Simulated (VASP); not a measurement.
The system is CdS (Greenockite).

```
Cd S
1.0
     4.15000    0.00000    0.00000
    -2.07500    3.59401    0.00000
     0.00000    0.00000    6.73700
Cd S
2 2
Direct
  0.33333 0.66667 0.00000
  0.66667 0.33333 0.50000
  0.33333 0.66667 0.37500
  0.66667 0.33333 0.87500
```

```yaml
Program: VASP 6.6.1
Task: relaxation of cell and atoms
Functional: PBE
Potentials_or_basis: VASP PAW PBE potentials, release 64 (Cd, S)
Cutoff: 600 eV
k_mesh: 9 × 9 × 4
Occupations: gaussian, width 0.02 eV
Spin: no spin polarisation
```

At the start: pressure 2.4 GPa; volume 25.12 Å³/atom.

Task: Where does the relaxation end?

Result: Over 12 steps the energy falls by 7.7 meV/atom and the volume is 26.17 Å³/atom (+4.2 %); space group P6_3mc (No. 186, to 0.05 Å).

The path:
| step | energy change (eV) | largest force (eV/Å) | pressure (GPa) | volume (Å³) |
| --- | --- | --- | --- | --- |
| 1 | 0.0000 | 0.0696 | 2.38 | 100.48 |
| 2 | -0.0279 | 0.0022 | -0.67 | 106.01 |
| 3 | -0.0307 | 0.0149 | -0.01 | 104.66 |
| 4 | -0.0307 | 0.0159 | 0.00 | 104.57 |
| 5 | -0.0308 | 0.0076 | 0.05 | 104.56 |
| 6 | -0.0308 | 0.0041 | 0.05 | 104.55 |
| 7 | -0.0308 | 0.0004 | 0.00 | 104.65 |
| 8 | -0.0308 | 0.0001 | 0.00 | 104.64 |
| 9 | -0.0308 | 0.0013 | -0.03 | 104.69 |
| 10 | -0.0308 | 0.0012 | -0.02 | 104.70 |
| 11 | -0.0308 | 0.0021 | -0.04 | 104.72 |
| 12 | -0.0308 | 0.0037 | 0.00 | 104.68 |

Final structure:
```
Cd S
1.0
     4.20315    0.00000    0.00000
    -2.10157    3.64003    0.00000
     0.00000    0.00000    6.84196
Cd S
2 2
Direct
  0.33333 0.66667 0.99931
  0.66667 0.33333 0.49931
  0.33333 0.66667 0.37569
  0.66667 0.33333 0.87569
```
